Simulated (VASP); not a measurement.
The system is Zr3PbW3.

```
Zr Pb W
1.0
     5.19033    0.00000    0.00000
     0.00000    5.19033    0.00000
     0.00000    0.00000    5.19033
Zr Pb W
3 1 3
Cartesian
  2.5952 2.5952 0.0000
  0.0000 2.5952 2.5952
  2.5952 0.0000 2.5952
  2.5952 2.5952 2.5952
  2.5952 0.0000 0.0000
  0.0000 2.5952 0.0000
  0.0000 0.0000 2.5952
```

The cell was generated, and may not be a known phase.

```yaml
Program: VASP 6.6.1
Task: relaxation of cell and atoms
Functional: PBE
Potentials_or_basis: VASP PAW PBE potentials, release 64 (Zr_sv, Pb_d, W_sv)
Cutoff: 600 eV
k_mesh: 4 × 4 × 4
Occupations: gaussian, width 0.1 eV
Spin: no spin polarisation
```

At the start: pressure 25.9 GPa; volume 19.97 Å³/atom.

Where does the relaxation end?

Over 4 steps the energy falls by 284.3 meV/atom and the volume is 24.16 Å³/atom (+21.0 %); space group Pm-3m (No. 221, to 0.1 Å) before and after.

Step by step:
| step | energy change (eV) | largest force (eV/Å) | pressure (GPa) | volume (Å³) |
| --- | --- | --- | --- | --- |
| 1 | 0.0000 | 0.0000 | 25.92 | 139.82 |
| 2 | 0.5695 | 0.0000 | -14.20 | 215.93 |
| 3 | -1.9860 | 0.0000 | -0.87 | 170.40 |
| 4 | -1.9902 | 0.0000 | -0.18 | 169.12 |

Final structure:
```
Zr Pb W
1.0
     5.53008    0.00000    0.00000
     0.00000    5.53008    0.00000
     0.00000    0.00000    5.53008
Zr Pb W
3 1 3
Cartesian
  2.7650 2.7650 0.0000
  0.0000 2.7650 2.7650
  2.7650 0.0000 2.7650
  2.7650 2.7650 2.7650
  2.7650 0.0000 0.0000
  0.0000 2.7650 0.0000
  0.0000 0.0000 2.7650
```

Caveat: the volume moved by over 15 % at a fixed basis, so the end points are rough.
